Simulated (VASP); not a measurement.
# Hg (I4/mmm) in VASP: further runs, part 2 of 2

VASP 6.6.1. Earlier steps stand in the parts before.

## Step 3: Single point, PBE+D3(BJ) (strain -0.050 along x and y, -0.050 along z)

File INCAR:

```
PREC = Accurate ; ENCUT = 520
EDIFF = 1E-6 ; ISMEAR = 0
SIGMA = 0.15 ; LREAL = F
LASPH = T ; NELM = 60
ALGO = Fast ; ISIF = 2
LWAVE = F ; LCHARG = F
GGA = PE ; IVDW = 12
NBANDS = 12
```

File KPOINTS:

```
Automatic mesh
0
Gamma
  18 18 18
```

File POSCAR:

```
Hg
1.0
   -1.9662102500      1.9662102500      1.7121451000
    1.9662102500     -1.9662102500      1.7121451000
    1.9662102500      1.9662102500     -1.7121451000
Hg
1
Direct
    0.0000000000      0.0000000000      0.0000000000
```

Potentials or basis: VASP PAW PBE potentials, release 64 (Hg).

Started as:

```bash
cat potpaw_PBE.64/Hg/POTCAR > POTCAR
mpirun -np 1 vasp_std > vasp.out
```

OUTCAR:

```text
PREC = Accurate
   ENCUT = 520
   EDIFF = 1E-6
   ISMEAR = 0
   LREAL = F
   LASPH = T
   NELM = 60
   ISIF = 2
   GGA = PE
   IVDW = 12
 IVDW          = 12

 ion  position               nearest neighbor table
   1  0.000  0.000  0.000-

  LATTYP: Found a body centered tetragonal cell.
 ALAT       =     3.9324205000
 C/A-ratio  =     0.8707843426

  Lattice vectors:

 A1 = (  -1.9662102500,   1.9662102500,   1.7121451000)
 A2 = (   1.9662102500,  -1.9662102500,   1.7121451000)
 A3 = (   1.9662102500,   1.9662102500,  -1.7121451000)

Analysis of symmetry for initial positions (statically):
=====================================================================
 Subroutine PRICEL returns:
 Original cell was already a primitive cell.

 Routine SETGRP: Setting up the symmetry group for a
 body centered tetragonal supercell.

 Subroutine GETGRP returns: Found 16 space group operations
 (whereof 16 operations were pure point group operations)
 out of a pool of 16 trial point group operations.

The static configuration has the point symmetry D_4h.

Analysis of symmetry for dynamics (positions and initial velocities):
=====================================================================
 Subroutine PRICEL returns:
 Original cell was already a primitive cell.

 Routine SETGRP: Setting up the symmetry group for a
 body centered tetragonal supercell.

 Subroutine GETGRP returns: Found 16 space group operations
 (whereof 16 operations were pure point group operations)
 out of a pool of 16 trial point group operations.

The dynamic configuration has the point symmetry D_4h.

 Subroutine INISYM returns: Found 16 space group operations
 (whereof 16 operations are pure point group operations),
 and found     1 'primitive' translations

----------------------------------------------------------------------------------------

                                     Primitive cell

  volume of cell :      26.4765

  direct lattice vectors                    reciprocal lattice vectors
    -1.966210250  1.966210250  1.712145100     0.000000000  0.254296304  0.292031324
     1.966210250 -1.966210250  1.712145100     0.254296304  0.000000000  0.292031324
     1.966210250  1.966210250 -1.712145100     0.254296304  0.254296304  0.000000000

  length of vectors
     3.265487152  3.265487152  3.265487152     0.387232365  0.387232365  0.359629282

  position of ions in fractional coordinates (direct lattice)
     0.000000000  0.000000000  0.000000000

  ion indices of the primitive-cell ions
   primitive index   ion index
                 1           1

----------------------------------------------------------------------------------------

 KPOINTS: Automatic mesh

Automatic generation of k-mesh.
 Grid dimensions read from file:
 generate k-points for:   18   18   18

 Generating k-lattice:

  Cartesian coordinates                     Fractional coordinates (reciprocal lattice)
     0.000000000  0.014127572  0.016223962     0.055555556  0.000000000  0.000000000
     0.014127572  0.000000000  0.016223962     0.000000000  0.055555556  0.000000000
     0.014127572  0.014127572  0.000000000     0.000000000  0.000000000  0.055555556

  Length of vectors
     0.021512909  0.021512909  0.019979405

  Shift w.r.t. Gamma in fractional coordinates (k-lattice)
     0.000000000  0.000000000  0.000000000

 Subroutine IBZKPT returns following result:
 ===========================================

 Found    480 irreducible k-points:

 Following reciprocal coordinates:
            Coordinates               Weight
  0.000000  0.000000  0.000000      1.000000
  0.055556  0.000000 -0.000000      8.000000
  0.111111  0.000000 -0.000000      8.000000
  0.166667  0.000000  0.000000      8.000000
  0.222222 -0.000000  0.000000      8.000000
  0.277778  0.000000  0.000000      8.000000
[... 16 lines left out ...]
 -0.277778  0.055556  0.000000     16.000000
 -0.222222  0.055556 -0.000000     16.000000
 [... further k-points ...]
   k-points           NKPTS =    480   k-points in BZ     NKDIM =    480   number of bands    NBANDS=     12
   number of dos      NEDOS =    301   number of ions     NIONS =      1
   total plane-waves  NPLWV =  13824
   dimension x,y,z NGX =    24 NGY =   24 NGZ =   24
   dimension x,y,z NGXF=    48 NGYF=   48 NGZF=   48
   ions per type =               1
   NGX,Y,Z   is equivalent  to a cutoff of  12.22, 12.22, 12.22 a.u.
   NGXF,Y,Z  is equivalent  to a cutoff of  24.44, 24.44, 24.44 a.u.
 SYSTEM =  unknown system
   PREC   = accura    normal or accurate (medium, high low for compatibility)
   ISTART =      0    job   : 0-new  1-cont  2-samecut
   ICHARG =      2    charge: 1-file 2-atom 10-const
   ISPIN  =      1    spin polarized calculation?
   LNONCOLLINEAR =      F non collinear calculations
   LSORBIT =      F    spin-orbit coupling
   LASPH  =      T    aspherical Exc in radial PAW
   ENCUT  =  520.0 eV  38.22 Ry    6.18 a.u.   6.07  6.07  6.07*2*pi/ulx,y,z
   NELM   =     60;   NELMIN=  2; NELMDL= -5     # of ELM steps
   EDIFF  = 0.1E-05   stopping-criterion for ELM
   LREAL  =      F    real-space projection
   EDIFFG = 0.1E-04   stopping-criterion for IOM
   NSW    =      0    number of steps for IOM
   IBRION =     -1    ionic relax: 0-MD 1-quasi-New 2-CG
   NFREE  =      0    steps in history (QN), initial steepest desc. (CG)
   ISIF   =      2    stress and relaxation
   ISYM   =      2    0-nonsym 1-usesym 2-fastsym
   POTIM  = 0.5000    time-step for ionic-motion
   TEBEG  =    0.0;   TEEND  =   0.0 temperature during run
   PSTRESS=    0.0 pullay stress
   NELECT =      12.0000    total number of electrons
   NUPDOWN=      -1.0000    fix difference up-down
   EMIN   =  10.00;   EMAX   =-10.00  energy-range for DOS
   EFERMI =   0.00;   METHOD = LEGACY
   ISMEAR =     0;   SIGMA  =   0.15  broadening in eV -4-tet -1-fermi 0-gaus
   EFERMI_NEDOS =   21; number of points for ismear=-14 and -15
   IALGO  =     68    algorithm
   IMIX   =      4    mixing-type and parameters
     AMIX     =   0.40;   BMIX     =  1.00
     AMIX_MAG =   1.60;   BMIX_MAG =  1.00
  volume/ion in A,a.u.               =      26.48       178.67
  Fermi-wavevector in a.u.,A,eV,Ry     =   1.257521  2.376369 21.515681  1.581358
  Thomas-Fermi vector in A             =   2.391175
   LORBIT       =      0    0 simple, 1 ext, 2 COOP (PROOUT), +10 PAW based schemes
   GGA     = PE    functional components
   LHFCALC =     F    Hartree Fock is set to
   AEXX    =    0.0000 exact exchange contribution
   IVDW    =    12    specifies the selected vdW correction
   LEPSILON=     F    determine dielectric tensor
   LRPA    =     F    only Hartree local field effects (RPA)
 non-spin polarized calculation
 RMM-DIIS sequential band-by-band and
 Gauss-broadening in eV      SIGMA  =   0.15
  energy-cutoff  :      520.00
  volume of cell :       26.48
 maximum number of plane-waves:       758
   NGX = 13   NGY = 13   NGZ = 13

 number of electron      11.9999999 magnetization

 Free energy of the ion-electron system (eV)
  ---------------------------------------------------
  ext. energy  EPLUGINS =         0.00000000
  ---------------------------------------------------
  free energy    TOTEN  =        -0.16312781 eV

  energy without entropy =       -0.16038819  energy(sigma->0) =       -0.16175800

 E-fermi :   1.7861     XC(G=0): -10.2283

 val. band max:        1.7505148204   @ k =  -0.3889   0.5000   0.3333
 cond. band min:       1.8045852178   @ k =  -0.4444   0.4444   0.0556
 fundamental gap:      0.0540703975
 Fermi energy:         1.7861300291

 k-point     1 :       0.0000    0.0000    0.0000
  band No.  band energies     occupation
      1      -6.2680      2.00000
      2      -5.0621      2.00000
      3      -4.7123      2.00000
      4      -4.7123      2.00000
      5      -4.4173      2.00000
      6      -4.0292      2.00000
      7      14.7837      0.00000
      8      14.7837      0.00000
      9      17.6865      0.00000
     10      17.6866      0.00000
     11      18.0831      0.00000
     12      18.1936      0.00000
[... 331 lines left out ...]
 k-point    24 :      -0.2222    0.0556   -0.0000
  band No.  band energies     occupation
      1      -5.4295      2.00000
      2      -5.0468      2.00000
      3      -4.6724      2.00000
      4      -4.4343      2.00000
      5      -4.2973      2.00000
      6      -4.1149      2.00000
      7      11.0984      0.00000
      8      12.3894      0.00000
      9      13.6769      0.00000
     10      15.8715      0.00000
     11      17.5131      0.00000
     12      19.0808      0.00000

 [... further k-points ...]

------------------------ aborting loop because EDIFF is reached ----------------------------------------

 Edisp (eV)   -0.39598

 E8    (eV) :    -0.1798

  FORCE on cell =-STRESS in cart. coord.  units (eV):
  Direction    XX          YY          ZZ          XY          YZ          ZX
  --------------------------------------------------------------------------------------
  -------------------------------------------------------------------------------------
  Total      -0.13564    -0.13564    -0.03006     0.00000     0.00000     0.00000
  in kB      -8.20786    -8.20786    -1.81892     0.00000     0.00000     0.00000
  external pressure =       -6.08 kB  Pullay stress =        0.00 kB

 VOLUME and BASIS-vectors are now :
 -----------------------------------------------------------------------------
  energy-cutoff  :      520.00
  volume of cell :       26.48
      direct lattice vectors                 reciprocal lattice vectors
    -1.966210250  1.966210250  1.712145100     0.000000000  0.254296304  0.292031324
     1.966210250 -1.966210250  1.712145100     0.254296304  0.000000000  0.292031324
     1.966210250  1.966210250 -1.712145100     0.254296304  0.254296304  0.000000000

 POSITION                                       TOTAL-FORCE (eV/Angst)
 -----------------------------------------------------------------------------------
      0.00000      0.00000      0.00000         0.000000     -0.000000      0.000000
 -----------------------------------------------------------------------------------
    total drift:                                0.000000      0.000000      0.000000

  FREE ENERGIE OF THE ION-ELECTRON SYSTEM (eV)
  ---------------------------------------------------
  free  energy   TOTEN  =        -0.5591105997 eV

  energy  without entropy=       -0.5563709797  energy(sigma->0) =       -0.55774079
```

Wall time 28 s (1 thread of Intel Xeon 6975P-C (Granite Rapids), shared host); peak memory 0.27 GiB.

Results:

* Free energy: -0.5591 eV
* Pressure: -0.6 GPa
* Band gap on the k mesh: zero (band 6 reaches 3.87 eV, above the bottom of band 7 at 0.67 eV)
* Dispersion energy per atom: -0.396 eV

Caveat: the cell differs from its parent crystal (strain -0.050 along x and y, -0.050 along z); spin-orbit coupling is left out, which moves the levels of the heavy elements; pairwise dispersion overbinds metals, which lowers pressure and volume.

## Step 4: Single point, PBE+D3(BJ) (strain -0.050 along x and y, -0.025 along z)

File INCAR:

```
SYSTEM = Hg
PREC = Accurate
ENCUT = 520
EDIFF = 1E-6
ISMEAR = 0
SIGMA = 0.15
LREAL = .FALSE.
LASPH = .TRUE.
NELM = 80
ALGO = Fast
ISIF = 2
LWAVE = .FALSE.
LCHARG = .FALSE.
GGA = PE
IVDW = 12
NBANDS = 12
```

File KPOINTS:

```
Automatic mesh
0
G
  18 18 18
  0 0 0
```

File POSCAR:

```
Hg
1.0
   -1.9662102500      1.9662102500      1.7572015500
    1.9662102500     -1.9662102500      1.7572015500
    1.9662102500      1.9662102500     -1.7572015500
Hg
1
Direct
    0.0000000000      0.0000000000      0.0000000000
```

Started as:

```bash
cat potpaw_PBE.64/Hg/POTCAR > POTCAR
mpirun -np 1 vasp_std > vasp.out
```

Run time: 27 s. Hardware: 1 thread of Intel Xeon 6975P-C (Granite Rapids), shared host; peak memory 0.26 GiB.

Results (log left out):

```
Free energy                : -0.5573 eV
Pressure                   : -1.0 GPa
Band gap on the k mesh     : zero (band 6 reaches 3.66 eV, above the bottom of band 7 at 0.65 eV)
Dispersion energy per atom : -0.386 eV
```

Stress tensor (GPa, compression positive):
```
-1.18  0.00  0.00
 0.00 -1.18  0.00
 0.00  0.00 -0.79
```

Levels at points of the mesh, in eV from the Fermi level:
| k point | band 4 | band 5 | band 6 | band 7 | band 8 | band 9 |
| --- | --- | --- | --- | --- | --- | --- |
| (0.00, 0.00, 0.00) | -6.50 | -6.12 | -5.83 | 13.13 | 13.13 | 15.45 |
| (0.50, 0.00, 0.00) | -5.74 | -5.45 | -1.20 | -0.58 | 8.30 | 9.17 |
| (0.50, 0.50, 0.00) | -5.99 | -5.49 | -1.92 | -0.99 | 10.12 | 11.16 |
| (0.50, 0.50, 0.50) | -5.59 | -5.51 | 2.02 | 3.12 | 3.12 | 5.59 |

Caveat: the cell differs from its parent crystal (strain -0.050 along x and y, -0.025 along z); spin-orbit coupling is left out, which moves the levels of the heavy elements; pairwise dispersion overbinds metals, which lowers pressure and volume.

## Step 5: Single point, PBE+D3(BJ) (strain -0.050 along x and y, +0.000 along z)

Edit INCAR of step 4 so:

```diff
@@ -3,3 +3,3 @@
 ENCUT = 520
-EDIFF = 1E-6
+EDIFF = 1E-7
 ISMEAR = 0
```

KPOINTS is that of step 4.

File POSCAR:

```
Hg
1.0
   -1.9662102500      1.9662102500      1.8022580000
    1.9662102500     -1.9662102500      1.8022580000
    1.9662102500      1.9662102500     -1.8022580000
Hg
1
Direct
    0.0000000000      0.0000000000      0.0000000000
```

Started as:

```bash
cat potpaw_PBE.64/Hg/POTCAR > POTCAR
mpirun -np 1 vasp_std > vasp.out
```

Wall time 60 s (1 thread of Intel Xeon 6975P-C (Granite Rapids), shared host); peak memory 0.29 GiB.

Results (log left out):

```
Free energy                : -0.5530 eV
Pressure                   : -1.4 GPa
Band gap on the k mesh     : zero (band 6 reaches 3.44 eV, above the bottom of band 7 at 0.63 eV)
Dispersion energy per atom : -0.377 eV
```

Stress tensor (GPa, compression positive):
```
-1.48  0.00  0.00
 0.00 -1.48  0.00
 0.00  0.00 -1.27
```

Levels at points of the mesh, in eV from the Fermi level:
| k point | band 4 | band 5 | band 6 | band 7 | band 8 | band 9 |
| --- | --- | --- | --- | --- | --- | --- |
| (0.00, 0.00, 0.00) | -6.49 | -6.06 | -5.85 | 13.24 | 13.24 | 14.94 |
| (0.50, 0.00, 0.00) | -5.78 | -5.46 | -1.35 | -0.56 | 8.25 | 9.18 |
| (0.50, 0.50, 0.00) | -5.96 | -5.49 | -1.89 | -0.86 | 9.60 | 10.70 |
| (0.50, 0.50, 0.50) | -5.60 | -5.53 | 1.94 | 3.26 | 3.26 | 5.11 |

Caveat: the cell differs from its parent crystal (strain -0.050 along x and y, +0.000 along z); spin-orbit coupling is left out, which moves the levels of the heavy elements; pairwise dispersion overbinds metals, which lowers pressure and volume.

## Step 6: Single point, PBE+D3(BJ) (strain -0.025 along x and y, -0.050 along z)

File INCAR:

```
ALGO = Fast
EDIFF = 1E-6
ENCUT = 520
GGA = PE
ISIF = 2
ISMEAR = 0
IVDW = 12
LASPH = True
LCHARG = False
LREAL = False
LWAVE = False
NBANDS = 12
NELM = 100
PREC = Accurate
SIGMA = 0.15
```

File KPOINTS:

```
k-points
0
Gamma
  18 18 18
```

File POSCAR:

```
Hg
1.0
   -2.0179526250      2.0179526250      1.7121451000
    2.0179526250     -2.0179526250      1.7121451000
    2.0179526250      2.0179526250     -1.7121451000
Hg
1
Direct
    0.0000000000      0.0000000000      0.0000000000
```

Potentials or basis: VASP PAW PBE potentials, release 64 (Hg).

Started as:

```bash
cat potpaw_PBE.64/Hg/POTCAR > POTCAR
mpirun -np 1 vasp_std > vasp.out
```

Wall time 55 s (1 thread of Intel Xeon 6975P-C (Granite Rapids), shared host); peak memory 0.29 GiB.

The run converged. Its results:

```
Free energy                : -0.5488 eV
Pressure                   : -1.3 GPa
Band gap on the k mesh     : zero (band 6 reaches 3.06 eV, above the bottom of band 7 at 0.48 eV)
Dispersion energy per atom : -0.376 eV
```

Stress tensor (GPa, compression positive):
```
-1.57  0.00  0.00
 0.00 -1.57  0.00
 0.00  0.00 -0.82
```

Levels at points of the mesh, in eV from the Fermi level:
```tsv
k point	band 2	band 3	band 4	band 5	band 6	band 7	band 8	band 9	band 10	band 11
(0.00, 0.00, 0.00)	-6.72	-6.34	-6.34	-6.18	-5.76	12.30	12.30	15.73	15.73	15.85
(0.50, 0.00, 0.00)	-6.94	-5.97	-5.60	-5.45	-1.06	-0.38	8.04	8.87	12.38	13.62
(0.50, 0.50, 0.00)	-6.54	-6.24	-5.96	-5.47	-2.14	-0.97	10.69	11.79	15.70	16.03
(0.50, 0.50, 0.50)	-6.98	-5.56	-5.56	-5.46	1.62	2.83	2.83	6.45	8.39	11.27
```

Caveat: the cell differs from its parent crystal (strain -0.025 along x and y, -0.050 along z); spin-orbit coupling is left out, which moves the levels of the heavy elements; pairwise dispersion overbinds metals, which lowers pressure and volume.

## Step 7: Summary

```tsv
cell	further INCAR settings	gap on the mesh (eV)	pressure (GPa)
a = 3.609 Å, angles 106.0, 106.0, 116.8°, 1 atom	ALGO = Fast; EDIFF = 1e-06; NBANDS = 12	none	-1.8
a = 3.265 Å, angles 106.0, 106.0, 116.8°, 1 atom	ALGO = Fast; EDIFF = 1e-06; NBANDS = 12	none	-0.6
a = 3.289 Å, angles 106.6, 106.6, 115.4°, 1 atom	ALGO = Fast; EDIFF = 1e-06; NBANDS = 12	none	-1.0
a = 3.314 Å, angles 107.2, 107.2, 114.1°, 1 atom	ALGO = Fast; EDIFF = 1e-07; NBANDS = 12	none	-1.4
a = 3.328 Å, angles 105.3, 105.3, 118.1°, 1 atom	ALGO = Fast; EDIFF = 1e-06; NBANDS = 12	none	-1.3
```

Alike in all rows: task single point; level PBE+D3(BJ); potentials or basis VASP PAW PBE potentials, release 64 (Hg); no spin polarisation; k mesh 18 × 18 × 18; cutoff (eV) 520; smearing gaussian 0.15 eV.

Caveats: spin-orbit coupling is left out, which moves the levels of the heavy elements; pairwise dispersion overbinds metals, which lowers pressure and volume.

Absolute energies hang on the potentials; compare differences alone.
